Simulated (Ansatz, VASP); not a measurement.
# Two plane-wave programs on SnO

```
Sn O
1.0
     3.87120    0.00000    0.00000
     0.00000    3.87120    0.00000
     0.00000    0.00000   15.32770
Sn O
2 2
Direct
  0.50000 0.00000 0.57593
  0.00000 0.50000 0.42407
  0.50000 0.50000 0.50000
  0.00000 0.00000 0.50000
```

Alike in both runs: task single point; functional PBE; k mesh 18 × 18 × 1; occupations gaussian, width 0.05 eV; no spin polarisation.

|  | VASP | Ansatz |
| --- | --- | --- |
| version | VASP 6.6.1 | Ansatz 0.2.0 |
| potentials or method | VASP PAW PBE potentials, release 64 (Sn_d, O), cutoff 520 eV | scalar-relativistic, plane waves, PAW |
| valence electrons in the cell | 40 | 40 |

Ansatz gave:

* gap on the k mesh at the Fermi level (eV): 2.95
* rms of the force components (eV/Å): 0.027

Estimate VASP's values.

gap on the k mesh at the Fermi level (eV): 2.91; rms of the force components (eV/Å): 0.061.

Atom by atom the forces differ by 0.033 eV/Å (rms over components). With one functional, cell and mesh, what is left measures potentials, basis and numerics.
